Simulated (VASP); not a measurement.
# SiO2 (I-42d) in VASP: a series of runs

The runs below take SiO2 through relaxation of shape and atoms at fixed volume, relaxation of cell and atoms, single point, with PBE.

Program: VASP 6.6.1. These are calculated values, not measurements. Logs are shortened: lines on timing, memory, paths and dates and some standing lists are left out, and cuts for length are marked.

### Step 1. The cell of the first run

The structure is tetragonal, space group I-42d (No. 122). The conventional cell has a = 4.976 Å, b = 4.976 Å, c = 7.304 Å, α = 90.00°, β = 90.00°, γ = 90.00°. Within 2.1 Å of Si (site symmetry -4) lie 4 O at 1.61 Å. O (site symmetry 2) has 2 Si at 1.61 Å within 2.1 Å.

### Step 2. Relaxation of shape and atoms at fixed volume, PBE (15.07 Å³/atom)

File INCAR:

```
SYSTEM = SiO2
PREC = Accurate
ENCUT = 600
EDIFF = 1E-7
ISMEAR = 0
SIGMA = 0.02
LREAL = .False.
LASPH = .True.
NELM = 100
ALGO = Normal
ISIF = 4
LWAVE = .False.
LCHARG = .False.
GGA = PE
IBRION = 2
NSW = 50
EDIFFG = -0.01
```

File KPOINTS:

```
Automatic mesh
0
Gamma
  6 6 6
  0 0 0
```

File POSCAR:

```
SiO2
1.0
   -2.4879802422      2.4879802422      3.6521210918
    2.4879802422     -2.4879802422      3.6521210918
    2.4879802422      2.4879802422     -3.6521210918
Si O
2 4
Direct
    0.0000000000      0.0000000000      0.0000000000
    0.7500000000      0.2500000000      0.5000000000
    0.9670112400      0.6250000000      0.8420112400
    0.3750000000      0.2170112400      0.3420112400
    0.7829887600      0.1250000000      0.1579887600
    0.8750000000      0.0329887600      0.6579887600
```

Potentials or basis: VASP PAW PBE potentials, release 64 (Si, O).

The run is started by

```
> cat potpaw_PBE.64/Si/POTCAR potpaw_PBE.64/O/POTCAR > POTCAR
> mpirun -np 1 vasp_std > vasp.out
```

OUTCAR:

```text
SYSTEM = SiO2
   PREC = Accurate
   ENCUT = 600
   EDIFF = 1E-7
   ISMEAR = 0
   LREAL = .False.
   LASPH = .True.
   NELM = 100
   ISIF = 4
   GGA = PE
   IBRION = 2
   NSW = 50
   EDIFFG = -0.01

 ion  position               nearest neighbor table
   1  0.000  0.000  0.000-   3 1.61   4 1.61   5 1.61   6 1.61   2 3.09   2 3.09   2 3.09   2 3.09

   2  0.750  0.250  0.500-   3 1.61   4 1.61   5 1.61   6 1.61   1 3.09   1 3.09   1 3.09   1 3.09

   3  0.967  0.625  0.842-   1 1.61   2 1.61
   4  0.375  0.217  0.342-   1 1.61   2 1.61
   5  0.783  0.125  0.158-   1 1.61   2 1.61
   6  0.875  0.033  0.658-   1 1.61   2 1.61

  LATTYP: Found a body centered tetragonal cell.
 ALAT       =     4.9759604844
 C/A-ratio  =     1.4679059865

  Lattice vectors:

 A1 = (  -2.4879802422,   2.4879802422,   3.6521210918)
 A2 = (   2.4879802422,  -2.4879802422,   3.6521210918)
 A3 = (   2.4879802422,   2.4879802422,  -3.6521210918)

Analysis of symmetry for initial positions (statically):
=====================================================================
 Subroutine PRICEL returns:
 Original cell was already a primitive cell.

 Routine SETGRP: Setting up the symmetry group for a
 body centered tetragonal supercell.

 Subroutine GETGRP returns: Found  8 space group operations
 (whereof  4 operations were pure point group operations)
 out of a pool of 16 trial point group operations.

The static configuration has the point symmetry S_4 .
 The point group associated with its full space group is D_2d.

Analysis of symmetry for dynamics (positions and initial velocities):
=====================================================================
 Subroutine PRICEL returns:
 Original cell was already a primitive cell.

 Routine SETGRP: Setting up the symmetry group for a
 body centered tetragonal supercell.

 Subroutine GETGRP returns: Found  8 space group operations
 (whereof  4 operations were pure point group operations)
 out of a pool of 16 trial point group operations.

The dynamic configuration has the point symmetry S_4 .
 The point group associated with its full space group is D_2d.

 Subroutine INISYM returns: Found  8 space group operations
 (whereof  4 operations are pure point group operations),
 and found     1 'primitive' translations

----------------------------------------------------------------------------------------

                                     Primitive cell

  volume of cell :      90.4272

  direct lattice vectors                    reciprocal lattice vectors
    -2.487980242  2.487980242  3.652121092     0.000000000  0.200966226  0.136906742
     2.487980242 -2.487980242  3.652121092     0.200966226  0.000000000  0.136906742
     2.487980242  2.487980242 -3.652121092     0.200966226  0.200966226  0.000000000

  length of vectors
     5.071299620  5.071299620  5.071299620     0.243168419  0.243168419  0.284209163

  position of ions in fractional coordinates (direct lattice)
     0.000000000  0.000000000  0.000000000
     0.750000000  0.250000000  0.500000000
     0.967011240  0.625000000  0.842011240
     0.375000000  0.217011240  0.342011240
     0.782988760  0.125000000  0.157988760
     0.875000000  0.032988760  0.657988760

  ion indices of the primitive-cell ions
   primitive index   ion index
                 1           1
                 2           2
                 3           3
                 4           4
                 5           5
                 6           6

----------------------------------------------------------------------------------------

 KPOINTS: Automatic mesh

Automatic generation of k-mesh.
 Grid dimensions read from file:
 generate k-points for:    6    6    6

 Generating k-lattice:

  Cartesian coordinates                     Fractional coordinates (reciprocal lattice)
     0.000000000  0.033494371  0.022817790     0.166666667  0.000000000  0.000000000
     0.033494371  0.000000000  0.022817790     0.000000000  0.166666667  0.000000000
     0.033494371  0.033494371  0.000000000     0.000000000  0.000000000  0.166666667

  Length of vectors
     0.040528070  0.040528070  0.047368194

  Shift w.r.t. Gamma in fractional coordinates (k-lattice)
     0.000000000  0.000000000  0.000000000

 Subroutine IBZKPT returns following result:
 ===========================================

 Found     30 irreducible k-points:

 Following reciprocal coordinates:
            Coordinates               Weight
  0.000000  0.000000  0.000000      1.000000
  0.166667  0.000000 -0.000000      8.000000
  0.333333 -0.000000  0.000000      8.000000
  0.500000 -0.000000  0.000000      4.000000
  0.166667  0.166667  0.000000      8.000000
  0.333333  0.166667  0.000000     16.000000
[... 16 lines left out ...]
 -0.333333 -0.333333  0.166667      8.000000
 -0.166667 -0.333333  0.166667      8.000000
 [... further k-points ...]
   k-points           NKPTS =     30   k-points in BZ     NKDIM =     30   number of bands    NBANDS=     20
   number of dos      NEDOS =    301   number of ions     NIONS =      6
   total plane-waves  NPLWV =  74088
   dimension x,y,z NGX =    42 NGY =   42 NGZ =   42
   dimension x,y,z NGXF=    84 NGYF=   84 NGZF=   84
   ions per type =               2   4
   NGX,Y,Z   is equivalent  to a cutoff of  13.77, 13.77, 13.77 a.u.
   NGXF,Y,Z  is equivalent  to a cutoff of  27.54, 27.54, 27.54 a.u.
 SYSTEM =  SiO2
   PREC   = accura    normal or accurate (medium, high low for compatibility)
   ISTART =      0    job   : 0-new  1-cont  2-samecut
   ICHARG =      2    charge: 1-file 2-atom 10-const
   ISPIN  =      1    spin polarized calculation?
   LNONCOLLINEAR =      F non collinear calculations
   LSORBIT =      F    spin-orbit coupling
   LASPH  =      T    aspherical Exc in radial PAW
   ENCUT  =  600.0 eV  44.10 Ry    6.64 a.u.  10.13 10.13 10.13*2*pi/ulx,y,z
   NELM   =    100;   NELMIN=  2; NELMDL= -5     # of ELM steps
   EDIFF  = 0.1E-06   stopping-criterion for ELM
   LREAL  =      F    real-space projection
   EDIFFG = -.1E-01   stopping-criterion for IOM
   NSW    =     50    number of steps for IOM
   IBRION =      2    ionic relax: 0-MD 1-quasi-New 2-CG
   NFREE  =      1    steps in history (QN), initial steepest desc. (CG)
   ISIF   =      4    stress and relaxation
   ISYM   =      2    0-nonsym 1-usesym 2-fastsym
   POTIM  = 0.5000    time-step for ionic-motion
   TEBEG  =    0.0;   TEEND  =   0.0 temperature during run
   PSTRESS=    0.0 pullay stress
   NELECT =      32.0000    total number of electrons
   NUPDOWN=      -1.0000    fix difference up-down
   EMIN   =  10.00;   EMAX   =-10.00  energy-range for DOS
   EFERMI =   0.00;   METHOD = LEGACY
   ISMEAR =     0;   SIGMA  =   0.02  broadening in eV -4-tet -1-fermi 0-gaus
   EFERMI_NEDOS =   21; number of points for ismear=-14 and -15
   IALGO  =     38    algorithm
   IMIX   =      4    mixing-type and parameters
     AMIX     =   0.40;   BMIX     =  1.00
     AMIX_MAG =   1.60;   BMIX_MAG =  1.00
  volume/ion in A,a.u.               =      15.07       101.71
  Fermi-wavevector in a.u.,A,eV,Ry     =   1.157955  2.188218 18.243516  1.340861
  Thomas-Fermi vector in A             =   2.294562
   LORBIT       =      0    0 simple, 1 ext, 2 COOP (PROOUT), +10 PAW based schemes
   GGA     = PE    functional components
   LHFCALC =     F    Hartree Fock is set to
   AEXX    =    0.0000 exact exchange contribution
   IVDW    =     0    specifies the selected vdW correction
   LEPSILON=     F    determine dielectric tensor
   LRPA    =     F    only Hartree local field effects (RPA)
 conjugate gradient relaxation of ions
 non-spin polarized calculation
 Gauss-broadening in eV      SIGMA  =   0.02
  energy-cutoff  :      600.00
  volume of cell :       90.43
 maximum number of plane-waves:      3035
 NGX is ok and might be reduce to    42
   NGX = 21   NGY = 21   NGZ = 21

--------------------------------------- Ionic step        1  -------------------------------------------

 number of electron      32.0000004 magnetization

 Free energy of the ion-electron system (eV)
  ---------------------------------------------------
  ext. energy  EPLUGINS =         0.00000000
  ---------------------------------------------------
  free energy    TOTEN  =       -47.46129614 eV

  energy without entropy =      -47.46129614  energy(sigma->0) =      -47.46129614

------------------------ aborting loop because EDIFF is reached ----------------------------------------

  FORCE on cell =-STRESS in cart. coord.  units (eV):
  Direction    XX          YY          ZZ          XY          YZ          ZX
  --------------------------------------------------------------------------------------
  -------------------------------------------------------------------------------------
  Total        2.7427723      2.7427723      2.7143489      0.0000000     -0.0000000      0.0000000
  in kB       48.5960889     48.5960889     48.0924880      0.0000000     -0.0000000      0.0000000
  external PRESSURE =      48.4282219 kB  Pullay stress =       0.0000000 kB
[... 185 lines left out ...]
  energy  without entropy=      -47.4947082919  energy(sigma->0) =      -47.49470829

--------------------------------------- Ionic step        6  -------------------------------------------

 number of electron      32.0000000 magnetization

 Free energy of the ion-electron system (eV)
  ---------------------------------------------------
  ext. energy  EPLUGINS =         0.00000000
  ---------------------------------------------------
  free energy    TOTEN  =       -47.49526076 eV

  energy without entropy =      -47.49526076  energy(sigma->0) =      -47.49526076

 E-fermi :  -0.3328     XC(G=0):  -8.1704

 val. band max:       -0.5062605779   @ k =   0.0000   0.0000   0.0000
 cond. band min:       5.3319025943   @ k =   0.0000   0.0000   0.0000
 fundamental gap:      5.8381631722
 Fermi energy:        -0.3328288473

 k-point     1 :       0.0000    0.0000    0.0000
  band No.  band energies     occupation
      1     -19.5898      2.00000
      2     -17.5639      2.00000
      3     -17.5639      2.00000
      4     -17.5011      2.00000
      5      -9.5747      2.00000
      6      -5.9187      2.00000
[... 12 lines left out ...]
     19      10.1185      0.00000
[... 513 lines left out ...]
      4     -17.5671      2.00000
      5      -8.8486      2.00000
      6      -6.2115      2.00000
[... 12 lines left out ...]
     19       9.4035      0.00000
     20       9.7593      0.00000

 [... further k-points ...]
[... 5 lines left out ...]
  --------------------------------------------------------------------------------------
  -------------------------------------------------------------------------------------
  Total        0.4251841      0.4251841      0.4167204      0.0000000      0.0000000      0.0000000
  in kB        7.5333578      7.5333578      7.3833995      0.0000000      0.0000000      0.0000000
  external PRESSURE =       7.4833717 kB  Pullay stress =       0.0000000 kB
[... 21 lines left out ...]
  FREE ENERGIE OF THE ION-ELECTRON SYSTEM (eV)
  ---------------------------------------------------
  free  energy   TOTEN  =       -47.4952607636 eV

  energy  without entropy=      -47.4952607636  energy(sigma->0) =      -47.49526076

 reached required accuracy - stopping structural energy minimisation
```

Wall time 3.4 min (1 thread of Intel Xeon Platinum 8488C (Sapphire Rapids), shared host); peak memory 0.27 GiB.

What came out:

```yaml
Free_energy: -47.4953 eV
Energy_gained_by_relaxing: 5.7 meV/atom
Ionic_steps: 6
Pressure_after_relaxing: 0.7 GPa
Band_gap_on_the_k_mesh: 5.84 eV
```

Forces on the atoms (eV/Å):
```
Si   0.000  0.000  0.000
Si   0.000  0.000  0.000
O    0.000  0.002  0.000
O    0.002  0.000  0.000
O    0.000 -0.002  0.000
O   -0.002  0.000  0.000
```

Step by step:
| step | energy change (eV) | largest force (eV/Å) | pressure (GPa) | volume (Å³) |
| --- | --- | --- | --- | --- |
| 1 | 0.0000 | 0.3069 | 4.84 | 90.43 |
| 2 | -0.0158 | 0.2255 | 3.71 | 90.43 |
| 3 | -0.0325 | 0.0248 | 0.57 | 90.43 |
| 4 | -0.0327 | 0.0015 | 0.90 | 90.43 |
| 5 | -0.0334 | 0.0024 | 0.85 | 90.43 |
| 6 | -0.0340 | 0.0021 | 0.75 | 90.43 |

Final structure:
```yaml
crystal:
  lattice:
    - [-2.47891, 2.47891, 3.67891]
    - [2.47891, -2.47891, 3.67891]
    - [2.47891, 2.47891, -3.67891]
  atoms:
    - { symbol: Si, position: [0.00000, 0.00000, 0.00000] }
    - { symbol: Si, position: [0.75000, 0.25000, 0.50000] }
    - { symbol: O, position: [0.97780, 0.62500, 0.85280] }
    - { symbol: O, position: [0.37500, 0.22780, 0.35280] }
    - { symbol: O, position: [0.77220, 0.12500, 0.14720] }
    - { symbol: O, position: [0.87500, 0.02220, 0.64720] }
```

Levels at points of the mesh, in eV from the valence-band top:
```
           k point  band 12  band 13  band 14  band 15  band 16  band 17  band 18  band 19  band 20
(0.00, 0.00, 0.00)    -1.51    -1.46    -0.76     0.00     0.00     5.84     8.74    10.62    10.67
(0.50, 0.00, 0.00)    -1.55    -1.40    -0.75    -0.43    -0.15     8.08     8.99     9.76    10.09
(0.50, 0.50, 0.00)    -1.99    -0.90    -0.90    -0.30    -0.30     9.09     9.09    10.06    10.06
(0.50, 0.50, 0.50)    -2.00    -1.44    -1.44    -0.27    -0.27     8.85     8.85    10.04    10.04
```

### Step 3. Relaxation of cell and atoms, PBE

This run uses another cell than the first one, of 15.54 Å³/atom.

File INCAR:

```
SYSTEM = SiO2
PREC = Accurate
ENCUT = 600
EDIFF = 1E-7
ISMEAR = 0
SIGMA = 0.02
LREAL = .False.
LASPH = .True.
NELM = 60
ALGO = Normal
ISIF = 3
LWAVE = .False.
LCHARG = .False.
GGA = PE
IBRION = 2
NSW = 100
EDIFFG = -0.005
```

File KPOINTS:

```
regular mesh
0
Gamma
  6 6 6
  0 0 0
```

Changes to POSCAR since step 2:

```diff
@@ -2,5 +2,5 @@
 1.0
-   -2.4879802422      2.4879802422      3.6521210918
-    2.4879802422     -2.4879802422      3.6521210918
-    2.4879802422      2.4879802422     -3.6521210918
+   -2.5133695493      2.5133695493      3.6893902076
+    2.5133695493     -2.5133695493      3.6893902076
+    2.5133695493      2.5133695493     -3.6893902076
 Si O
```

Potentials or basis: VASP PAW PBE potentials, release 64 (Si, O).

The run is started by

```
> cat potpaw_PBE.64/Si/POTCAR potpaw_PBE.64/O/POTCAR > POTCAR
> mpirun -np 1 vasp_std > vasp.out
```

Wall time 91 s (1 thread of Intel Xeon Platinum 8488C (Sapphire Rapids), shared host); peak memory 0.28 GiB.

Results (log left out):

* Free energy: -47.5076 eV
* Relaxed volume: 15.53 Å³/atom
* Relaxed cell: a = 5.122 Å, b = 5.122 Å, c = 5.122 Å, α = 121.24°, β = 121.24°, γ = 87.87°
* Space group after relaxing (to 0.1 Å): I-42d (No. 122)
* Energy gained by relaxing: 0.0 meV/atom
* Ionic steps: 3
* Pressure after relaxing: 0.0 GPa
* Band gap on the k mesh: 5.74 eV

Final structure:
```
Si O
1.0
    -2.51274    2.51274    3.68849
     2.51274   -2.51274    3.68849
     2.51274    2.51274   -3.68849
Si O
2 4
Direct
  0.00000 0.00000 0.00000
  0.75000 0.25000 0.50000
  0.96698 0.62500 0.84198
  0.37500 0.21698 0.34198
  0.78302 0.12500 0.15802
  0.87500 0.03302 0.65802
```

Levels at points of the mesh, in eV from the valence-band top:
| k point | band 13 | band 14 | band 15 | band 16 | band 17 | band 18 | band 19 | band 20 |
| --- | --- | --- | --- | --- | --- | --- | --- | --- |
| (0.00, 0.00, 0.00) | -1.56 | -0.65 | 0.00 | 0.00 | 5.74 | 8.72 | 10.23 | 10.28 |
| (0.50, 0.00, 0.00) | -1.48 | -0.79 | -0.52 | -0.13 | 7.94 | 8.83 | 9.58 | 10.02 |
| (0.50, 0.50, 0.00) | -0.98 | -0.98 | -0.36 | -0.36 | 8.91 | 8.91 | 10.03 | 10.03 |
| (0.50, 0.50, 0.50) | -1.43 | -1.43 | -0.34 | -0.34 | 8.73 | 8.73 | 10.20 | 10.20 |

A k mesh can miss the band edges.

(Part 1 of 2 ends here.)
